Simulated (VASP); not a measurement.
# C (P6_3/mmc) in VASP: a series of runs, part 2 of 2

VASP 6.6.1.

### Step 5. Summary

The COD entry that gives the cell may itself be a prediction, so a difference from it is no test against experiment.

| cell | gap on the mesh (eV) | pressure (GPa) | largest force (eV/Å) |
| --- | --- | --- | --- |
| a = 2.539, b = 2.539, c = 8.374 Å, angles 90.0, 90.0, 120.0°, 8 atoms | 4.47 | -9.7 | 0.02 |
| a = 2.560, b = 2.560, c = 8.443 Å, angles 90.0, 90.0, 120.0°, 8 atoms | 4.41 | -19.2 | 0.04 |
| a = 2.581, b = 2.581, c = 8.512 Å, angles 90.0, 90.0, 120.0°, 8 atoms | 4.35 | -27.6 | 0.05 |

Alike in all rows: task single point; level PBE; potentials or basis VASP PAW PBE potentials, release 64 (C); no spin polarisation; k mesh 12 × 12 × 4; cutoff (eV) 520; smearing gaussian 0.05 eV.

Total energies depend on the potentials used, so only differences within one code and one set of settings carry meaning.
